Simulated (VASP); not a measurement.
Here is a VASP 6.6.1 calculation.

Contents of POSCAR:

```
NiO
1.0
    0.0000000000      2.0859016414      2.0859016414
    2.0859016414      0.0000000000      2.0859016414
    2.0859016414      2.0859016414      0.0000000000
Ni O
1 1
Direct
    0.0000000000      0.0000000000      0.0000000000
    0.5000000000      0.5000000000      0.5000000000
```

File INCAR.step1:

```
ALGO = Normal ; EDIFF = 1E-4
ENCUT = 520 ; GGA = PE
ISMEAR = 1 ; ISPIN = 2
LASPH = T ; LCHARG = F
LDAU = T ; LDAUJ = 0 0
LDAUL = 2 -1 ; LDAUTYPE = 2
LDAUU = 5 0 ; LMAXMIX = 4
LREAL = F ; LWAVE = T
MAGMOM = 1 0 ; NBANDS = 19
NELM = 150 ; PREC = Accurate
SIGMA = 0.1
```

Contents of INCAR.step2:

```
ALGO = Normal ; EDIFF = 1E-6
ENCUT = 520 ; ISIF = 2
ISMEAR = 1 ; ISPIN = 2
ISTART = 1 ; IVDW = 12
LASPH = T ; LCHARG = F
LDAU = T ; LDAUJ = 0 0
LDAUL = 2 -1 ; LDAUPRINT = 1
LDAUTYPE = 2 ; LDAUU = 5 0
LMAXMIX = 4 ; LMIXTAU = T
LORBIT = 11 ; LREAL = F
LWAVE = F ; MAGMOM = 1 0
METAGGA = R2SCAN ; NBANDS = 19
NELM = 150 ; PREC = Accurate
SIGMA = 0.1 ; VDW_A1 = 0.49484001
VDW_A2 = 5.73083694 ; VDW_S6 = 1.0
VDW_S8 = 0.78981345
```

File KPOINTS:

```
k-points
0
Gamma
  11 11 11
```

Potentials or basis: VASP PAW PBE potentials, release 64 (Ni, O).

The run is started by

```sh
$ cat potpaw_PBE.64/Ni/POTCAR potpaw_PBE.64/O/POTCAR > POTCAR
$ cp INCAR.step1 INCAR
$ mpirun -np 1 vasp_std > vasp.out
$ cp INCAR.step2 INCAR
$ mpirun -np 1 vasp_std > vasp.out
```

(1) Estimate the dispersion energy per atom.

(2) Predict the band gap on the k mesh.

(3) What does it give for the net moment?

(4) What does it give for the pressure?

Answers

(1) -0.126 eV.

(2) 3.26 eV (least direct gap 4.12 eV).

(3) 2.00 μB per cell.

(4) -2.1 GPa.

Caveat: the PAW data sets were made with another functional, which shifts forces and pressure a little; an odd mesh through Γ misses points on the zone boundary, where band edges can lie; a cell with one magnetic atom can't hold antiferromagnetic order, which such compounds often take.
